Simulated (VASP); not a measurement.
# IrAu (Fm-3m) in VASP: further runs

Runs on IrAu. Level: PBE. Tasks: single point, relaxation of cell and atoms.

Program: VASP 6.6.1. These are calculated values, not measurements. Logs are shortened: lines on timing, memory, paths and dates and some standing lists are left out, and cuts for length are marked.

## 1. The cell of the first run

The structure is cubic, space group Fm-3m (No. 225). Conventional cell: a = 5.057 Å, b = 5.057 Å, c = 5.057 Å, α = 90.00°, β = 90.00°, γ = 90.00°. Within 3.3 Å of Ir (site symmetry m-3m) lie 6 Au at 2.53 Å. Au (site symmetry m-3m) has 6 Ir at 2.53 Å within 3.3 Å.

## 2. Single point, PBE

The input, INCAR:

```
PREC = Accurate
ENCUT = 520
EDIFF = 1E-6
ISMEAR = 0
SIGMA = 0.1
LREAL = F
LASPH = T
NELM = 100
ALGO = Normal
ISIF = 2
LWAVE = F
LCHARG = F
GGA = PE
NBANDS = 17
```

The input, KPOINTS:

```
regular mesh
0
Gamma
  6 6 6
```

The input, POSCAR:

```
IrAu
1.0
    0.0000000000      2.5283282032      2.5283282032
    2.5283282032      0.0000000000      2.5283282032
    2.5283282032      2.5283282032      0.0000000000
Ir Au
1 1
Direct
    0.0000000000      0.0000000000      0.0000000000
    0.5000000000      0.5000000000      0.5000000000
```

Potentials or basis: VASP PAW PBE potentials, release 64 (Ir, Au).

On the command line:

```console
$ cat potpaw_PBE.64/Ir/POTCAR potpaw_PBE.64/Au/POTCAR > POTCAR
$ mpirun -np 1 vasp_std > vasp.out
```

OUTCAR:

```text
PREC = Accurate
   ENCUT = 520
   EDIFF = 1E-6
   ISMEAR = 0
   LREAL = F
   LASPH = T
   NELM = 100
   ISIF = 2
   GGA = PE

 ion  position               nearest neighbor table
   1  0.000  0.000  0.000-   2 2.53   2 2.53   2 2.53   2 2.53   2 2.53   2 2.53
   2  0.500  0.500  0.500-   1 2.53   1 2.53   1 2.53   1 2.53   1 2.53   1 2.53

  LATTYP: Found a face centered cubic cell.
 ALAT       =     5.0566564064

  Lattice vectors:

 A1 = (   0.0000000000,   2.5283282032,   2.5283282032)
 A2 = (   2.5283282032,   0.0000000000,   2.5283282032)
 A3 = (   2.5283282032,   2.5283282032,   0.0000000000)

Analysis of symmetry for initial positions (statically):
=====================================================================
 Subroutine PRICEL returns:
 Original cell was already a primitive cell.

 Routine SETGRP: Setting up the symmetry group for a
 face centered cubic supercell.

 Subroutine GETGRP returns: Found 48 space group operations
 (whereof 48 operations were pure point group operations)
 out of a pool of 48 trial point group operations.

The static configuration has the point symmetry O_h .

Analysis of symmetry for dynamics (positions and initial velocities):
=====================================================================
 Subroutine PRICEL returns:
 Original cell was already a primitive cell.

 Routine SETGRP: Setting up the symmetry group for a
 face centered cubic supercell.

 Subroutine GETGRP returns: Found 48 space group operations
 (whereof 48 operations were pure point group operations)
 out of a pool of 48 trial point group operations.

The dynamic configuration has the point symmetry O_h .

 Subroutine INISYM returns: Found 48 space group operations
 (whereof 48 operations are pure point group operations),
 and found     1 'primitive' translations

----------------------------------------------------------------------------------------

                                     Primitive cell

  volume of cell :      32.3244

  direct lattice vectors                    reciprocal lattice vectors
     0.000000000  2.528328203  2.528328203    -0.197759136  0.197759136  0.197759136
     2.528328203  0.000000000  2.528328203     0.197759136 -0.197759136  0.197759136
     2.528328203  2.528328203  0.000000000     0.197759136  0.197759136 -0.197759136

  length of vectors
     3.575596035  3.575596035  3.575596035     0.342528871  0.342528871  0.342528871

  position of ions in fractional coordinates (direct lattice)
     0.000000000  0.000000000  0.000000000
     0.500000000  0.500000000  0.500000000

  ion indices of the primitive-cell ions
   primitive index   ion index
                 1           1
                 2           2

----------------------------------------------------------------------------------------

 KPOINTS: regular mesh

Automatic generation of k-mesh.
 Grid dimensions read from file:
 generate k-points for:    6    6    6

 Generating k-lattice:

  Cartesian coordinates                     Fractional coordinates (reciprocal lattice)
    -0.032959856  0.032959856  0.032959856     0.166666667  0.000000000  0.000000000
     0.032959856 -0.032959856  0.032959856     0.000000000  0.166666667  0.000000000
     0.032959856  0.032959856 -0.032959856     0.000000000  0.000000000  0.166666667

  Length of vectors
     0.057088145  0.057088145  0.057088145

  Shift w.r.t. Gamma in fractional coordinates (k-lattice)
     0.000000000  0.000000000  0.000000000

 Subroutine IBZKPT returns following result:
 ===========================================

 Found     16 irreducible k-points:

 Following reciprocal coordinates:
            Coordinates               Weight
  0.000000  0.000000  0.000000      1.000000
  0.166667  0.000000  0.000000      8.000000
  0.333333  0.000000  0.000000      8.000000
  0.500000  0.000000  0.000000      4.000000
  0.166667  0.166667  0.000000      6.000000
  0.333333  0.166667  0.000000     24.000000
[... 8 lines left out ...]
 -0.333333  0.333333  0.166667     24.000000
 -0.333333  0.500000  0.166667     12.000000
   k-points           NKPTS =     16   k-points in BZ     NKDIM =     16   number of bands    NBANDS=     17
   number of dos      NEDOS =    301   number of ions     NIONS =      2
   total plane-waves  NPLWV =  21952
   dimension x,y,z NGX =    28 NGY =   28 NGZ =   28
   dimension x,y,z NGXF=    56 NGYF=   56 NGZF=   56
   ions per type =               1   1
   NGX,Y,Z   is equivalent  to a cutoff of  13.02, 13.02, 13.02 a.u.
   NGXF,Y,Z  is equivalent  to a cutoff of  26.04, 26.04, 26.04 a.u.
 SYSTEM =  unknown system
   PREC   = accura    normal or accurate (medium, high low for compatibility)
   ISTART =      0    job   : 0-new  1-cont  2-samecut
   ICHARG =      2    charge: 1-file 2-atom 10-const
   ISPIN  =      1    spin polarized calculation?
   LNONCOLLINEAR =      F non collinear calculations
   LSORBIT =      F    spin-orbit coupling
   LASPH  =      T    aspherical Exc in radial PAW
   ENCUT  =  520.0 eV  38.22 Ry    6.18 a.u.   6.65  6.65  6.65*2*pi/ulx,y,z
   NELM   =    100;   NELMIN=  2; NELMDL= -5     # of ELM steps
   EDIFF  = 0.1E-05   stopping-criterion for ELM
   LREAL  =      F    real-space projection
   EDIFFG = 0.1E-04   stopping-criterion for IOM
   NSW    =      0    number of steps for IOM
   IBRION =     -1    ionic relax: 0-MD 1-quasi-New 2-CG
   NFREE  =      0    steps in history (QN), initial steepest desc. (CG)
   ISIF   =      2    stress and relaxation
   ISYM   =      2    0-nonsym 1-usesym 2-fastsym
   POTIM  = 0.5000    time-step for ionic-motion
   TEBEG  =    0.0;   TEEND  =   0.0 temperature during run
   PSTRESS=    0.0 pullay stress
   NELECT =      20.0000    total number of electrons
   NUPDOWN=      -1.0000    fix difference up-down
   EMIN   =  10.00;   EMAX   =-10.00  energy-range for DOS
   EFERMI =   0.00;   METHOD = LEGACY
   ISMEAR =     0;   SIGMA  =   0.10  broadening in eV -4-tet -1-fermi 0-gaus
   EFERMI_NEDOS =   21; number of points for ismear=-14 and -15
   IALGO  =     38    algorithm
   IMIX   =      4    mixing-type and parameters
     AMIX     =   0.40;   BMIX     =  1.00
     AMIX_MAG =   1.60;   BMIX_MAG =  1.00
  volume/ion in A,a.u.               =      16.16       109.07
  Fermi-wavevector in a.u.,A,eV,Ry     =   1.395002  2.636171 26.477339  1.946030
  Thomas-Fermi vector in A             =   2.518496
   LORBIT       =      0    0 simple, 1 ext, 2 COOP (PROOUT), +10 PAW based schemes
   GGA     = PE    functional components
   LHFCALC =     F    Hartree Fock is set to
   AEXX    =    0.0000 exact exchange contribution
   IVDW    =     0    specifies the selected vdW correction
   LEPSILON=     F    determine dielectric tensor
   LRPA    =     F    only Hartree local field effects (RPA)
 non-spin polarized calculation
 Gauss-broadening in eV      SIGMA  =   0.10
  energy-cutoff  :      520.00
  volume of cell :       32.32
 maximum number of plane-waves:       893
 NGX is ok and might be reduce to    28
   NGX = 13   NGY = 13   NGZ = 13

 number of electron      20.0000002 magnetization

 Free energy of the ion-electron system (eV)
  ---------------------------------------------------
  ext. energy  EPLUGINS =         0.00000000
  ---------------------------------------------------
  free energy    TOTEN  =        -9.39326979 eV

  energy without entropy =       -9.37222096  energy(sigma->0) =       -9.38274538

 E-fermi :   8.9398     XC(G=0): -12.9770

 val. band max:        8.9321289178   @ k =   0.1667   0.0000   0.0000
 cond. band min:       8.9601323183   @ k =   0.3333   0.1667   0.0000
 fundamental gap:      0.0280034006
 Fermi energy:         8.9398133734

 k-point     1 :       0.0000    0.0000    0.0000
  band No.  band energies     occupation
      1      -0.7251      2.00000
      2       1.7978      2.00000
      3       1.7978      2.00000
      4       2.6454      2.00000
      5       2.6454      2.00000
      6       2.6454      2.00000
[... 9 lines left out ...]
     16      24.7611      0.00000
     17      24.7611      0.00000

 k-point     2 :       0.1667    0.0000    0.0000
  band No.  band energies     occupation
      1      -0.0686      2.00000
      2       2.1394      2.00000
      3       2.1394      2.00000
      4       2.7194      2.00000
      5       2.9706      2.00000
      6       2.9706      2.00000
[... 9 lines left out ...]
     16      23.4657      0.00000
     17      24.3844      0.00000

 k-point     3 :       0.3333    0.0000    0.0000
  band No.  band energies     occupation
      1       1.6752      2.00000
      2       3.0366      2.00000
      3       3.0521      2.00000
      4       3.0521      2.00000
      5       3.8391      2.00000
      6       3.8391      2.00000
[... 9 lines left out ...]
     16      22.6913      0.00000
     17      23.6492      0.00000

 k-point     4 :       0.5000    0.0000    0.0000
  band No.  band energies     occupation
      1       2.7369      2.00000
      2       3.7391      2.00000
      3       3.7391      2.00000
      4       3.8243      2.00000
      5       4.7611      2.00000
      6       4.7611      2.00000
[... 9 lines left out ...]
     16      23.0637      0.00000
     17      23.3722      0.00000
[... 183 lines left out ...]
      1       1.9021      2.00000
      2       2.4327      2.00000
      3       3.0027      2.00000
      4       3.7045      2.00000
      5       4.5091      2.00000
      6       4.8696      2.00000
[... 9 lines left out ...]
     16      23.5103      0.00000
     17      24.4450      0.00000

 k-point    15 :      -0.3333    0.3333    0.1667
  band No.  band energies     occupation
      1       2.5124      2.00000
      2       2.8785      2.00000
      3       3.1475      2.00000
      4       3.2609      2.00000
      5       4.7107      2.00000
      6       4.8620      2.00000
[... 9 lines left out ...]
     16      24.0442      0.00000
     17      26.9514      0.00000

 k-point    16 :      -0.3333    0.5000    0.1667
  band No.  band energies     occupation
      1       2.1979      2.00000
      2       2.2293      2.00000
      3       2.9416      2.00000
      4       3.7233      2.00000
      5       3.8877      2.00000
      6       5.0712      2.00000
[... 9 lines left out ...]
     16      24.3001      0.00000
     17      25.9685      0.00000

------------------------ aborting loop because EDIFF is reached ----------------------------------------

  FORCE on cell =-STRESS in cart. coord.  units (eV):
  Direction    XX          YY          ZZ          XY          YZ          ZX
  --------------------------------------------------------------------------------------
  -------------------------------------------------------------------------------------
  Total        6.9404757      6.9404757      6.9404757      0.0000000      0.0000000      0.0000000
  in kB      344.0087421    344.0087421    344.0087421      0.0000000      0.0000000      0.0000000
  external PRESSURE =     344.0087421 kB  Pullay stress =       0.0000000 kB

 VOLUME and BASIS-vectors are now :
 -----------------------------------------------------------------------------
  energy-cutoff  :      520.00
  volume of cell :       32.32
      direct lattice vectors                 reciprocal lattice vectors
     0.000000000  2.528328203  2.528328203    -0.197759136  0.197759136  0.197759136
     2.528328203  0.000000000  2.528328203     0.197759136 -0.197759136  0.197759136
     2.528328203  2.528328203  0.000000000     0.197759136  0.197759136 -0.197759136

 POSITION                                       TOTAL-FORCE (eV/Angst)
 -----------------------------------------------------------------------------------
      0.00000      0.00000      0.00000        -0.000000      0.000000     -0.000000
      2.52833      2.52833      2.52833         0.000000     -0.000000      0.000000
 -----------------------------------------------------------------------------------
    total drift:                                0.000000      0.000000      0.000000

  FREE ENERGIE OF THE ION-ELECTRON SYSTEM (eV)
  ---------------------------------------------------
  free  energy   TOTEN  =        -9.3932697925 eV

  energy  without entropy=       -9.3722209622  energy(sigma->0) =       -9.38274538
```

Wall time 22 s (1 thread of AMD EPYC 7R13, shared host); peak memory 0.13 GiB.

Results:

- Free energy: -9.3933 eV
- Pressure: 34.4 GPa
- Band gap on the k mesh: zero (bands 10 and 11 overlap by 3.51 eV)

Levels at points of the mesh, in eV from the Fermi level:
| k point | band 7 | band 8 | band 9 | band 10 | band 11 | band 12 | band 13 | band 14 |
| --- | --- | --- | --- | --- | --- | --- | --- | --- |
| (0.00, 0.00, 0.00) | 0.35 | 0.35 | 0.35 | 2.41 | 2.41 | 9.48 | 10.52 | 10.52 |
| (0.50, 0.00, 0.00) | -2.85 | -2.85 | -2.18 | -1.10 | -1.10 | 0.20 | 12.47 | 13.88 |
| (0.50, 0.50, 0.00) | -1.16 | -0.60 | -0.60 | 0.44 | 2.31 | 4.33 | 4.33 | 5.08 |

Caveat: the cell stands under pressure; spin-orbit coupling is left out, which moves the levels of the heavy elements.

(Continued in part 2 of 3.)
